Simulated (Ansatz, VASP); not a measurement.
Two plane-wave programs on BN

Contents of POSCAR:

```
BN
1.0
    1.2756598126      0.7365025362      3.4390871668
   -1.2756598126      0.7365025362      3.4390871668
    0.0000000000     -1.4730050723      3.4390871668
N B
1 1
Direct
    0.6672382000      0.6672382000      0.6672382000
    0.0003288000      0.0003288000      0.0003288000
```

INCAR.step1

```
  ALGO = Normal
  EDIFF = 1E-5
  ENCUT = 520
  GGA = PE
  ISIF = 2
  ISMEAR = -1
  LASPH = T
  LREAL = F
  LWAVE = T
  NBANDS = 11
  NELM = 60
  PREC = Accurate
  SIGMA = 0.05
```

The input INCAR.step2:

```
  AEXX = 0.25
  ALGO = Normal
  EDIFF = 1E-6
  ENCUT = 520
  GGA = PE
  ISIF = 2
  ISMEAR = -1
  ISTART = 1
  LASPH = T
  LCHARG = T
  LELF = T
  LHFCALC = T
  LREAL = F
  LVHAR = T
  LWAVE = F
  NBANDS = 11
  NELM = 60
  PREC = Accurate
  PRECFOCK = Normal
  SIGMA = 0.05
```

File KPOINTS:

```
k-points
0
Gamma
  6 6 6
```

input.yaml

```yaml
crystal:
  lattice:
    - [1.2756598126, 0.7365025362, 3.4390871668]
    - [-1.2756598126, 0.7365025362, 3.4390871668]
    - [0.0, -1.4730050723, 3.4390871668]
  atoms:
    - { symbol: "N", position: [0.6672382, 0.6672382, 0.6672382] }
    - { symbol: B, position: [0.0003288, 0.0003288, 0.0003288] }
hamiltonian:
  xc: pbe0
  pseudopotentials: { kind: paw }
kpoints:
  mp_grid: { grid: [6, 6, 6] }
scf:
  occupations: { method: fermi_dirac, width: 0.05 }
output:
  forces: true
  stress: true
  eigenvalues: true
  write_density: true
  write_potential: true
  elf: true
  volumetric_format: npy
```

Alike in both runs: task single point; functional PBE0; k mesh 6 × 6 × 6; occupations fermi-dirac, width 0.05 eV; no spin polarisation.

|  | VASP | Ansatz |
| --- | --- | --- |
| version | VASP 6.6.1 | Ansatz 0.2.0 |
| potentials or method | VASP PAW PBE potentials, release 64 (N, B) | Ansatz PAW |
| plane-wave cutoff (eV) | 520 | 420 |
| valence electrons in the cell | 8 | 8 |

|  | VASP | Ansatz | Ansatz less VASP |
| --- | --- | --- | --- |
| gap on the k mesh at the Fermi level (eV) | 6.24 | 6.23 | -0.016 |
| least direct gap on the mesh (eV) | 6.71 | 6.70 | -0.017 |
| pressure (GPa) | -14.2 | -14.3 | -0.14 |
| traceless stress, the component that is largest in VASP (GPa) | 15.26 | 15.62 | +0.366 |
| rms of the force components (eV/Å) | 0.006 | 0.006 | -0.0001 |

Atom by atom the forces differ by 0.000 eV/Å (rms over components).

The k mesh is coarse, so the values compare programs but aren't converged.
